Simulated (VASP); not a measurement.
Set up this calculation in VASP 6.6.1, as the native input.

| Property | Result |
| --- | --- |
| Task | single point |
| Functional | PBE |
| Potentials or basis | VASP PAW PBE potentials, release 64 (Sr_sv) |
| Cutoff | 520 eV |
| k mesh | 4 × 4 × 4 |
| Occupations | gaussian, width 0.1 eV |
| Spin | no spin polarisation |
| Dipole correction | no |
| Further INCAR settings | ALGO = Normal; EDIFF = 1e-06; NBANDS = 22 |

The structure of Sr lies in POSCAR:

```
Sr
1.0
    0.0000000000      4.6901833627      4.6901833627
    4.6901833627      0.0000000000      4.6901833627
    4.6901833627      4.6901833627      0.0000000000
Sr
3
Direct
    0.2500000000      0.2500000000      0.2500000000
    0.7500000000      0.7500000000      0.7500000000
    0.5000000000      0.5000000000      0.5000000000
```

The cell was generated, and may not be a known phase.

The input as run:

INCAR

```
SYSTEM = Sr
PREC = Accurate
ENCUT = 520
EDIFF = 1E-6
ISMEAR = 0
SIGMA = 0.1
LREAL = .False.
LASPH = .True.
NELM = 80
ALGO = Normal
ISIF = 2
LWAVE = .False.
LCHARG = .False.
GGA = PE
NBANDS = 22
```

KPOINTS

```
regular mesh
0
Gamma
  4 4 4
  0 0 0
```

Potentials or basis: VASP PAW PBE potentials, release 64 (Sr_sv).

Run with:

```console
$ cat potpaw_PBE.64/Sr_sv/POTCAR > POTCAR
$ mpirun -np 1 vasp_std > vasp.out
```

It gave:

```yaml
Pressure: 0.2 GPa
Band_gap_on_the_k_mesh: zero (bands 15 and 16 overlap by 0.79 eV)
```

It took 31 s on 1 thread of AMD EPYC 9R45 96-Core Processor (Zen 5) (shared host), peak memory 0.3 GiB.
